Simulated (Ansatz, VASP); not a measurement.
# SnO2 in VASP and in Ansatz

The input INCAR:

```
PREC = Accurate
ENCUT = 520
EDIFF = 1E-7
ISMEAR = -1
SIGMA = 0.05
LREAL = F
LASPH = T
NELM = 60
ALGO = Normal
ISIF = 2
LWAVE = F
LCHARG = T
GGA = RE
LELF = T
LVHAR = T
NBANDS = 20
```

KPOINTS

```
regular mesh
0
Gamma
  9 9 9
```

POSCAR

```
SnO2
1.0
    0.0000000000      2.5741500000      2.5741500000
    2.5741500000      0.0000000000      2.5741500000
    2.5741500000      2.5741500000      0.0000000000
Sn O
1 2
Direct
    0.0000000000      0.0000000000      0.0000000000
    0.7500000000      0.7500000000      0.7500000000
    0.2500000000      0.2500000000      0.2500000000
```

The input input.yaml:

```yaml
crystal:
  lattice:
    - [0.0, 2.57415, 2.57415]
    - [2.57415, 0.0, 2.57415]
    - [2.57415, 2.57415, 0.0]
  atoms:
    - { symbol: Sn, position: [0.0, 0.0, 0.0] }
    - { symbol: O, position: [0.75, 0.75, 0.75] }
    - { symbol: O, position: [0.25, 0.25, 0.25] }
hamiltonian:
  xc: revpbe
  pseudopotentials: { kind: paw }
kpoints:
  mp_grid: { grid: [9, 9, 9] }
  band_path:
    path:
      - [[0.0, 0.0, 0.0], [0.5, 0.0, 0.5], [0.5, 0.25, 0.75], [0.375, 0.375, 0.75], [0.0, 0.0, 0.0], [0.5, 0.5, 0.5], [0.625, 0.25, 0.625], [0.5, 0.25, 0.75], [0.5, 0.5, 0.5], [0.375, 0.375, 0.75]]
      - [[0.625, 0.25, 0.625], [0.5, 0.0, 0.5]]
    npoints: 14
scf:
  occupations: { method: fermi_dirac, width: 0.05 }
  n_extra_bands: 7
output:
  forces: true
  stress: true
  eigenvalues: true
  fatbands: true
  write_density: true
  write_potential: true
  elf: true
  volumetric_format: npy
```

Alike in both runs: functional revPBE; k mesh 9 × 9 × 9; occupations fermi-dirac, width 0.05 eV; no spin polarisation.

```csv
,VASP,Ansatz
version,VASP 6.6.1,Ansatz 0.2.0
potentials or method,"VASP PAW PBE potentials, release 64 (Sn_d, O)",Ansatz PAW
plane-wave cutoff (eV),520,420
valence electrons in the cell,26,26
task,single point,band structure
```

Ansatz gave:

- gap on the k mesh at the Fermi level (eV): none
- pressure (GPa): 2.6

Question: Estimate VASP's values.

Answer: gap on the k mesh at the Fermi level (eV): none; pressure (GPa): 3.1.

VASP's potentials were made for PBE, not for revPBE. A gap of «none» marks a metal or a gap that the smearing closes.
